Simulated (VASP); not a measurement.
# Hg (Fm-3m) in VASP: a series of runs

Hg is run at these levels: PBE+D3(BJ); tasks: single point, relaxation of cell and atoms.

All numbers are computed with VASP 6.6.1; they aren't measurements. Logs are shortened: lines on timing, memory, paths and dates and some standing lists are left out, and cuts for length are marked.

## (1) The cell of the first run

It takes space group Fm-3m (No. 225, cubic). Conventional cell: a = 4.634 Å, b = 4.634 Å, c = 4.634 Å, α = 90.00°, β = 90.00°, γ = 90.00°. Within 4.3 Å of Hg (site symmetry m-3m) lie 12 Hg at 3.28 Å.

## (2) Single point, PBE+D3(BJ)

INCAR reads:

```
SYSTEM = Hg
PREC = Accurate
ENCUT = 520
EDIFF = 1E-7
ISMEAR = 0
SIGMA = 0.15
LREAL = .FALSE.
LASPH = .TRUE.
NELM = 60
ALGO = Normal
ISIF = 2
LWAVE = .FALSE.
LCHARG = .FALSE.
GGA = PE
IVDW = 12
NBANDS = 12
```

KPOINTS reads:

```
Automatic mesh
0
G
  12 12 12
  0 0 0
```

POSCAR reads:

```
Hg
1.0
    0.0000000000      2.3168736594      2.3168736594
    2.3168736594      0.0000000000      2.3168736594
    2.3168736594      2.3168736594      0.0000000000
Hg
1
Direct
    0.0000000000      0.0000000000      0.0000000000
```

Potentials or basis: VASP PAW PBE potentials, release 64 (Hg).

On the command line:

```console
> cat potpaw_PBE.64/Hg/POTCAR > POTCAR
> mpirun -np 1 vasp_std > vasp.out
```

OUTCAR:

```text
SYSTEM = Hg
   PREC = Accurate
   ENCUT = 520
   EDIFF = 1E-7
   ISMEAR = 0
   LREAL = .FALSE.
   LASPH = .TRUE.
   NELM = 60
   ISIF = 2
   GGA = PE
   IVDW = 12
 IVDW          = 12

 ion  position               nearest neighbor table
   1  0.000  0.000  0.000-

  LATTYP: Found a face centered cubic cell.
 ALAT       =     4.6337473188

  Lattice vectors:

 A1 = (   0.0000000000,   2.3168736594,   2.3168736594)
 A2 = (   2.3168736594,   0.0000000000,   2.3168736594)
 A3 = (   2.3168736594,   2.3168736594,   0.0000000000)

Analysis of symmetry for initial positions (statically):
=====================================================================
 Subroutine PRICEL returns:
 Original cell was already a primitive cell.

 Routine SETGRP: Setting up the symmetry group for a
 face centered cubic supercell.

 Subroutine GETGRP returns: Found 48 space group operations
 (whereof 48 operations were pure point group operations)
 out of a pool of 48 trial point group operations.

The static configuration has the point symmetry O_h .

Analysis of symmetry for dynamics (positions and initial velocities):
=====================================================================
 Subroutine PRICEL returns:
 Original cell was already a primitive cell.

 Routine SETGRP: Setting up the symmetry group for a
 face centered cubic supercell.

 Subroutine GETGRP returns: Found 48 space group operations
 (whereof 48 operations were pure point group operations)
 out of a pool of 48 trial point group operations.

The dynamic configuration has the point symmetry O_h .

 Subroutine INISYM returns: Found 48 space group operations
 (whereof 48 operations are pure point group operations),
 and found     1 'primitive' translations

----------------------------------------------------------------------------------------

                                     Primitive cell

  volume of cell :      24.8735

  direct lattice vectors                    reciprocal lattice vectors
     0.000000000  2.316873659  2.316873659    -0.215808056  0.215808056  0.215808056
     2.316873659  0.000000000  2.316873659     0.215808056 -0.215808056  0.215808056
     2.316873659  2.316873659  0.000000000     0.215808056  0.215808056 -0.215808056

  length of vectors
     3.276554151  3.276554151  3.276554151     0.373790517  0.373790517  0.373790517

  position of ions in fractional coordinates (direct lattice)
     0.000000000  0.000000000  0.000000000

  ion indices of the primitive-cell ions
   primitive index   ion index
                 1           1

----------------------------------------------------------------------------------------

 KPOINTS: Automatic mesh

Automatic generation of k-mesh.
 Grid dimensions read from file:
 generate k-points for:   12   12   12

 Generating k-lattice:

  Cartesian coordinates                     Fractional coordinates (reciprocal lattice)
    -0.017984005  0.017984005  0.017984005     0.083333333  0.000000000  0.000000000
     0.017984005 -0.017984005  0.017984005     0.000000000  0.083333333  0.000000000
     0.017984005  0.017984005 -0.017984005     0.000000000  0.000000000  0.083333333

  Length of vectors
     0.031149210  0.031149210  0.031149210

  Shift w.r.t. Gamma in fractional coordinates (k-lattice)
     0.000000000  0.000000000  0.000000000

 Subroutine IBZKPT returns following result:
 ===========================================

 Found     72 irreducible k-points:

 Following reciprocal coordinates:
            Coordinates               Weight
  0.000000  0.000000  0.000000      1.000000
  0.083333  0.000000  0.000000      8.000000
  0.166667  0.000000  0.000000      8.000000
  0.250000  0.000000  0.000000      8.000000
  0.333333  0.000000  0.000000      8.000000
  0.416667  0.000000  0.000000      8.000000
[... 16 lines left out ...]
  0.500000  0.166667  0.000000     24.000000
 -0.416667  0.166667  0.000000     24.000000
 [... further k-points ...]
   k-points           NKPTS =     72   k-points in BZ     NKDIM =     72   number of bands    NBANDS=     12
   number of dos      NEDOS =    301   number of ions     NIONS =      1
   total plane-waves  NPLWV =  13824
   dimension x,y,z NGX =    24 NGY =   24 NGZ =   24
   dimension x,y,z NGXF=    48 NGYF=   48 NGZF=   48
   ions per type =               1
   NGX,Y,Z   is equivalent  to a cutoff of  12.18, 12.18, 12.18 a.u.
   NGXF,Y,Z  is equivalent  to a cutoff of  24.35, 24.35, 24.35 a.u.
 SYSTEM =  Hg
   PREC   = accura    normal or accurate (medium, high low for compatibility)
   ISTART =      0    job   : 0-new  1-cont  2-samecut
   ICHARG =      2    charge: 1-file 2-atom 10-const
   ISPIN  =      1    spin polarized calculation?
   LNONCOLLINEAR =      F non collinear calculations
   LSORBIT =      F    spin-orbit coupling
   LASPH  =      T    aspherical Exc in radial PAW
   ENCUT  =  520.0 eV  38.22 Ry    6.18 a.u.   6.09  6.09  6.09*2*pi/ulx,y,z
   NELM   =     60;   NELMIN=  2; NELMDL= -5     # of ELM steps
   EDIFF  = 0.1E-06   stopping-criterion for ELM
   LREAL  =      F    real-space projection
   EDIFFG = 0.1E-05   stopping-criterion for IOM
   NSW    =      0    number of steps for IOM
   IBRION =     -1    ionic relax: 0-MD 1-quasi-New 2-CG
   NFREE  =      0    steps in history (QN), initial steepest desc. (CG)
   ISIF   =      2    stress and relaxation
   ISYM   =      2    0-nonsym 1-usesym 2-fastsym
   POTIM  = 0.5000    time-step for ionic-motion
   TEBEG  =    0.0;   TEEND  =   0.0 temperature during run
   PSTRESS=    0.0 pullay stress
   NELECT =      12.0000    total number of electrons
   NUPDOWN=      -1.0000    fix difference up-down
   EMIN   =  10.00;   EMAX   =-10.00  energy-range for DOS
   EFERMI =   0.00;   METHOD = LEGACY
   ISMEAR =     0;   SIGMA  =   0.15  broadening in eV -4-tet -1-fermi 0-gaus
   EFERMI_NEDOS =   21; number of points for ismear=-14 and -15
   IALGO  =     38    algorithm
   IMIX   =      4    mixing-type and parameters
     AMIX     =   0.40;   BMIX     =  1.00
     AMIX_MAG =   1.60;   BMIX_MAG =  1.00
  volume/ion in A,a.u.               =      24.87       167.85
  Fermi-wavevector in a.u.,A,eV,Ry     =   1.283974  2.426359 22.430418  1.648589
  Thomas-Fermi vector in A             =   2.416195
   LORBIT       =      0    0 simple, 1 ext, 2 COOP (PROOUT), +10 PAW based schemes
   GGA     = PE    functional components
   LHFCALC =     F    Hartree Fock is set to
   AEXX    =    0.0000 exact exchange contribution
   IVDW    =    12    specifies the selected vdW correction
   LEPSILON=     F    determine dielectric tensor
   LRPA    =     F    only Hartree local field effects (RPA)
 non-spin polarized calculation
 Gauss-broadening in eV      SIGMA  =   0.15
  energy-cutoff  :      520.00
  volume of cell :       24.87
 maximum number of plane-waves:       692
   NGX = 13   NGY = 13   NGZ = 13

 number of electron      11.9999998 magnetization

 Free energy of the ion-electron system (eV)
  ---------------------------------------------------
  ext. energy  EPLUGINS =         0.00000000
  ---------------------------------------------------
  free energy    TOTEN  =        -0.13154560 eV

  energy without entropy =       -0.12925611  energy(sigma->0) =       -0.13040085

 E-fermi :   2.2312     XC(G=0): -10.5734

 val. band max:        2.1942734537   @ k =  -0.3333   0.4167   0.0833
 cond. band min:       2.3020115236   @ k =   0.5000   0.5000   0.0000
 fundamental gap:      0.1077380698
 Fermi energy:         2.2312319256

 k-point     1 :       0.0000    0.0000    0.0000
  band No.  band energies     occupation
      1      -6.2859      2.00000
      2      -4.5117      2.00000
      3      -4.5117      2.00000
      4      -4.5117      2.00000
      5      -3.9402      2.00000
      6      -3.9402      2.00000
      7      15.8086      0.00000
      8      16.6215      0.00000
      9      16.6215      0.00000
     10      16.6215      0.00000
     11      20.6456      0.00000
     12      21.7145      0.00000

 k-point     2 :       0.0833    0.0000    0.0000
  band No.  band energies     occupation
      1      -6.1175      2.00000
      2      -4.5281      2.00000
      3      -4.4766      2.00000
      4      -4.4766      2.00000
      5      -3.9489      2.00000
      6      -3.9489      2.00000
      7      14.7101      0.00000
      8      15.9800      0.00000
      9      16.5101      0.00000
     10      16.5101      0.00000
     11      20.6772      0.00000
     12      21.7774      0.00000

 k-point     3 :       0.1667    0.0000    0.0000
  band No.  band energies     occupation
      1      -5.6742      2.00000
      2      -4.5034      2.00000
      3      -4.4066      2.00000
      4      -4.4066      2.00000
      5      -3.9424      2.00000
      6      -3.9424      2.00000
      7      11.7250      0.00000
      8      16.0714      0.00000
      9      16.1718      0.00000
     10      16.1718      0.00000
     11      19.9429      0.00000
     12      21.3592      0.00000
[... 286 lines left out ...]
 k-point    23 :       0.5000    0.1667    0.0000
  band No.  band energies     occupation
      1      -5.1144      2.00000
      2      -4.5833      2.00000
      3      -4.2681      2.00000
      4      -3.9613      2.00000
      5      -3.4410      2.00000
      6      -0.0003      2.00000
      7       2.9593      0.00000
      8      10.9609      0.00000
      9      12.5443      0.00000
     10      14.6949      0.00000
     11      21.4329      0.00000
     12      21.8377      0.00000

 k-point    24 :      -0.4167    0.1667    0.0000
  band No.  band energies     occupation
      1      -5.0919      2.00000
      2      -4.5930      2.00000
      3      -4.2934      2.00000
      4      -3.8578      2.00000
      5      -3.5307      2.00000
      6       0.5179      2.00000
      7       2.3703      0.18972
      8      10.2928      0.00000
      9      13.2037      0.00000
     10      14.8872      0.00000
     11      20.8961      0.00000
     12      21.4384      0.00000

 [... further k-points ...]

------------------------ aborting loop because EDIFF is reached ----------------------------------------

 Edisp (eV)   -0.42078

 E8    (eV) :    -0.1906

  FORCE on cell =-STRESS in cart. coord.  units (eV):
  Direction    XX          YY          ZZ          XY          YZ          ZX
  --------------------------------------------------------------------------------------
  -------------------------------------------------------------------------------------
  Total       0.04166     0.04166     0.04166    -0.00000    -0.00000    -0.00000
  in kB       2.68322     2.68322     2.68322    -0.00000    -0.00000    -0.00000
  external pressure =        2.68 kB  Pullay stress =        0.00 kB

 VOLUME and BASIS-vectors are now :
 -----------------------------------------------------------------------------
  energy-cutoff  :      520.00
  volume of cell :       24.87
      direct lattice vectors                 reciprocal lattice vectors
     0.000000000  2.316873659  2.316873659    -0.215808056  0.215808056  0.215808056
     2.316873659  0.000000000  2.316873659     0.215808056 -0.215808056  0.215808056
     2.316873659  2.316873659  0.000000000     0.215808056  0.215808056 -0.215808056

 POSITION                                       TOTAL-FORCE (eV/Angst)
 -----------------------------------------------------------------------------------
      0.00000      0.00000      0.00000         0.000000     -0.000000     -0.000000
 -----------------------------------------------------------------------------------
    total drift:                               -0.000000      0.000000     -0.000000

  FREE ENERGIE OF THE ION-ELECTRON SYSTEM (eV)
  ---------------------------------------------------
  free  energy   TOTEN  =        -0.5523227140 eV

  energy  without entropy=       -0.5500332222  energy(sigma->0) =       -0.55117797
```

It took 18 s on 1 thread of Intel Xeon 8259CL, shared host; peak memory 0.16 GiB.

What came out:

```
Free energy                : -0.5523 eV
Pressure                   : 0.3 GPa
Band gap on the k mesh     : zero (bands 6 and 7 overlap by 1.60 eV)
Dispersion energy per atom : -0.421 eV
```

Caveat: spin-orbit coupling is left out, which moves the levels of the heavy elements.

## (3) Single point, PBE+D3(BJ)

INCAR reads:

```
SYSTEM = Hg
PREC = Accurate ; ENCUT = 520
EDIFF = 1E-7 ; ISMEAR = 0
SIGMA = 0.1 ; LREAL = .FALSE.
LASPH = .TRUE. ; NELM = 60
ALGO = Normal ; ISIF = 2
LWAVE = .FALSE. ; LCHARG = .TRUE.
GGA = PE ; IVDW = 12
LELF = .TRUE. ; LVHAR = .TRUE.
NBANDS = 12
```

KPOINTS reads:

```
regular mesh
0
G
  16 16 16
  0 0 0
```

POSCAR is that of step 2.

Potentials or basis: VASP PAW PBE potentials, release 64 (Hg).

On the command line:

```console
> cat potpaw_PBE.64/Hg/POTCAR > POTCAR
> mpirun -np 1 vasp_std > vasp.out
```

Run time: 32 s. Hardware: 1 thread of Intel Xeon 8259CL, shared host; peak memory 0.18 GiB.

It converged, with:

| Property | Result |
| --- | --- |
| Free energy | -0.5469 eV |
| Pressure | 0.2 GPa |
| Band gap on the k mesh | zero (bands 6 and 7 overlap by 1.58 eV) |
| Dispersion energy per atom | -0.421 eV |

Levels at points of the mesh, in eV from the Fermi level:
```tsv
k point	band 4	band 5	band 6	band 7	band 8	band 9
(0.00, 0.00, 0.00)	-6.70	-6.13	-6.13	13.62	14.43	14.43
(0.50, 0.00, 0.00)	-5.65	-5.65	-1.57	-1.23	12.16	12.16
(0.50, 0.50, 0.00)	-5.52	-5.52	0.11	0.40	6.98	6.98
```

Caveat: spin-orbit coupling is left out, which moves the levels of the heavy elements.

## (4) Single point, PBE+D3(BJ)

INCAR reads:

```
ALGO = Fast
EDIFF = 1E-6
ENCUT = 520
GGA = PE
ISIF = 2
ISMEAR = 0
IVDW = 12
LASPH = T
LCHARG = T
LELF = T
LREAL = F
LVHAR = T
LWAVE = F
NBANDS = 12
NELM = 60
PREC = Accurate
SIGMA = 0.1
```

KPOINTS reads:

```
k-points
0
Gamma
  16 16 16
```

POSCAR is that of step 3.

On the command line:

```console
> cat potpaw_PBE.64/Hg/POTCAR > POTCAR
> mpirun -np 1 vasp_std > vasp.out
```

Run time: 41 s. Hardware: 1 thread of Intel Xeon 8259CL, shared host; peak memory 0.18 GiB.

The run converged. Its results:

```
Free energy                : -0.5469 eV
Pressure                   : 0.3 GPa
Band gap on the k mesh     : zero (bands 6 and 7 overlap by 1.58 eV)
Dispersion energy per atom : -0.421 eV
```

Levels at points of the mesh, in eV from the Fermi level:
```
           k point  band 2  band 3  band 4  band 5  band 6  band 7  band 8  band 9  band 10  band 11
(0.00, 0.00, 0.00)   -6.70   -6.70   -6.70   -6.13   -6.13   13.62   14.43   14.43    14.43    18.45
(0.50, 0.00, 0.00)   -6.70   -6.70   -5.65   -5.65   -1.57   -1.22   12.16   12.16    12.89    17.52
(0.50, 0.50, 0.00)   -7.49   -5.68   -5.52   -5.52    0.11    0.40    6.98    6.98    11.21    12.86
```

Caveat: spin-orbit coupling is left out, which moves the levels of the heavy elements.

## (5) Single point, PBE+D3(BJ)

This run uses another cell than the first one: it holds 2 atoms, not 1.

INCAR reads:

```
SYSTEM = Hg
ALGO = Fast ; EDIFF = 1E-6
ENCUT = 520 ; GGA = PE
ISIF = 2 ; ISMEAR = 0
IVDW = 12 ; LASPH = .True.
LCHARG = .False. ; LREAL = .False.
LWAVE = .False. ; NBANDS = 19
NELM = 100 ; PREC = Accurate
SIGMA = 0.15
```

KPOINTS reads:

```
k-points
0
Gamma
  10 10 8
  0 0 0
```

POSCAR reads:

```
Hg
1.0
    0.0000000000     -2.3168736594     -2.3168736594
    0.0000000000      2.3168736594     -2.3168736594
    4.6337473188      0.0000000000      0.0000000000
Hg
2
Direct
    0.5000000000      0.5000000000      0.5000000000
    0.0000000000      0.0000000000      0.0000000000
```

On the command line:

```console
> cat potpaw_PBE.64/Hg/POTCAR > POTCAR
> mpirun -np 1 vasp_std > vasp.out
```

Wall time 62 s (1 thread of Intel Xeon 8259CL, shared host); peak memory 0.22 GiB.

Results (log left out):

```yaml
Free_energy: -1.0974 eV
Pressure: 0.0 GPa
Band_gap_on_the_k_mesh: zero (bands 12 and 13 overlap by 1.60 eV)
Dispersion_energy_per_atom: -0.421 eV
```

Levels at points of the mesh, in eV from the Fermi level:
```
           k point  band 8  band 9  band 10  band 11  band 12  band 13  band 14  band 15  band 16  band 17
(0.00, 0.00, 0.00)   -6.19   -5.74    -5.58    -5.58     0.06     0.35     6.92     6.92    11.15    12.80
(0.50, 0.00, 0.00)   -6.36   -6.15    -6.15    -3.57    -3.57     4.28     4.28     5.57     5.57    12.00
(0.50, 0.50, 0.00)   -5.58   -5.58    -5.58     0.06     0.06     0.35     0.35     6.92     6.92     6.92
(0.00, 0.00, 0.50)   -6.24   -5.97    -5.97    -5.89    -5.89     9.53     9.53     9.80     9.80     9.80
(0.50, 0.00, 0.50)   -5.71   -5.71    -5.71    -1.62    -1.62    -1.28    -1.28    12.10    12.10    12.11
(0.50, 0.50, 0.50)   -6.15   -5.58    -5.58     0.23     0.23     3.03     3.03     3.03     3.03     5.08
```

Caveat: spin-orbit coupling is left out, which moves the levels of the heavy elements.

## (6) Relaxation of cell and atoms, PBE+D3(BJ)

INCAR reads:

```
  PREC = Accurate
  ENCUT = 600
  EDIFF = 1E-6
  ISMEAR = 0
  SIGMA = 0.1
  LREAL = False
  LASPH = True
  NELM = 60
  ALGO = Normal
  ISIF = 3
  LWAVE = False
  LCHARG = False
  GGA = PE
  IVDW = 12
  IBRION = 2
  NSW = 100
  EDIFFG = -0.005
```

KPOINTS reads:

```
Automatic mesh
0
Gamma
  16 16 16
```

POSCAR reads:

```
Hg
1.0
    0.0000000000      2.3168736594      2.3168736594
    2.3168736594      0.0000000000      2.3168736594
    2.3168736594      2.3168736594      0.0000000000
Hg
1
Direct
    0.0000000000      0.0000000000      0.0000000000
```

Potentials or basis: VASP PAW PBE potentials, release 64 (Hg).

On the command line:

```console
> cat potpaw_PBE.64/Hg/POTCAR > POTCAR
> mpirun -np 1 vasp_std > vasp.out
```

It took 1.7 min on 1 thread of Intel Xeon 8259CL, shared host; peak memory 0.21 GiB.

It converged, with:

| Item | Value |
| --- | --- |
| Free energy | -0.5471 eV |
| Relaxed volume | 25.30 Å³/atom |
| Relaxed cell | a = 3.295 Å, b = 3.295 Å, c = 3.295 Å, α = 60.00°, β = 60.00°, γ = 60.00° |
| Space group after relaxing (to 0.1 Å) | Fm-3m (No. 225) |
| Energy gained by relaxing | 0.4 meV/atom |
| Ionic steps | 3 |
| Pressure after relaxing | 0.0 GPa |
| Band gap on the k mesh | zero (bands 6 and 7 overlap by 1.48 eV) |
| Dispersion energy per atom | -0.414 eV |

Step by step:
```csv
step,energy change (eV),largest force (eV/Å),pressure (GPa),volume (Å³)
1,0.0000,0.0000,0.28,24.87
2,-0.0002,0.0000,0.17,25.03
3,-0.0004,0.0000,0.02,25.30
```

Final structure:
```yaml
crystal:
  lattice:
    - [0.00000, 2.32991, 2.32991]
    - [2.32991, 0.00000, 2.32991]
    - [2.32991, 2.32991, 0.00000]
  atoms:
    - { symbol: Hg, position: [0.00000, 0.00000, 0.00000] }
```

Levels at points of the mesh, in eV from the Fermi level:
```
           k point  band 4  band 5  band 6  band 7  band 8  band 9
(0.00, 0.00, 0.00)   -6.64   -6.09   -6.09   13.59   14.29   14.29
(0.50, 0.00, 0.00)   -5.62   -5.62   -1.59   -1.15   12.04   12.04
(0.50, 0.50, 0.00)   -5.50   -5.50    0.17    0.35    6.94    6.94
```

Caveat: spin-orbit coupling is left out, which moves the levels of the heavy elements.

## (7) The runs side by side

| task | cell | k mesh | cutoff (eV) | smearing | gap on the mesh (eV) | pressure (GPa) |
| --- | --- | --- | --- | --- | --- | --- |
| single point | a = 3.277 Å, angles 60.0°, 1 atom, atomic positions A | 12 × 12 × 12 | 520 | gaussian 0.15 eV | none | 0.3 |
| single point | a = 3.277 Å, angles 60.0°, 1 atom, atomic positions A | 16 × 16 × 16 | 520 | gaussian 0.1 eV | none | 0.3 |
| single point | a = 3.277, b = 3.277, c = 4.634 Å, 2 atoms, atomic positions B | 10 × 10 × 8 | 520 | gaussian 0.15 eV | none | 0.0 |
| relaxation of cell and atoms | relaxed from a = 3.277 Å, angles 60.0°, 1 atom, atomic positions A | 16 × 16 × 16 | 600 | gaussian 0.1 eV | none | 0.0 |

Alike in all rows: level PBE+D3(BJ); potentials or basis VASP PAW PBE potentials, release 64 (Hg); no spin polarisation.

Caveats: spin-orbit coupling is left out, which moves the levels of the heavy elements.

Total energies depend on the potentials used, so only differences within one code and one set of settings carry meaning.
